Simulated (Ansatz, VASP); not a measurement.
# Two plane-wave programs on HfO2

```xyz
3
Lattice="0.0000 2.5575 2.5575 2.5575 0.0000 2.5575 2.5575 2.5575 0.0000" Properties=species:S:1:pos:R:3 pbc="T T T"
Hf    0.0000    0.0000    0.0000
O     3.8363    3.8363    3.8363
O     1.2788    1.2788    1.2788
```

Alike in both runs: task relaxation of cell and atoms; functional r2SCAN; dispersion rVV10; k mesh 9 × 9 × 9; occupations fermi-dirac, width 0.05 eV; no spin polarisation.

|  | VASP | Ansatz |
| --- | --- | --- |
| version | VASP 6.6.1 | Ansatz 0.2.0 |
| potentials or method | VASP PAW PBE potentials, release 64 (Hf_pv, O) | Ansatz PAW |
| plane-wave cutoff (eV) | 600 | 500 |
| valence electrons in the cell | 22 | 38 |

```tsv
	VASP	Ansatz	Ansatz less VASP
gap on the k mesh at the Fermi level, each at its own relaxed structure (eV)	4.46	4.40	-0.062
relaxed volume (Å³/atom)	10.56	10.71	+0.151
relaxed cell length with the largest relative difference (Å)	3.552	3.569	+0.0169
```

VASP's potentials were made for PBE, not for r2SCAN. VASP's potentials hold 22 valence electrons a cell and Ansatz's 38, so a difference there can come from the potentials and not from the codes.

Neither program's run includes spin-orbit coupling. Noted on Ansatz's run: odd divisions of the mesh miss points on the zone boundary, where band edges often lie, so the gap on the mesh can be too wide; the plane-wave basis is chosen anew once the cell has moved, so the energies of steps on either side of that aren't comparable.
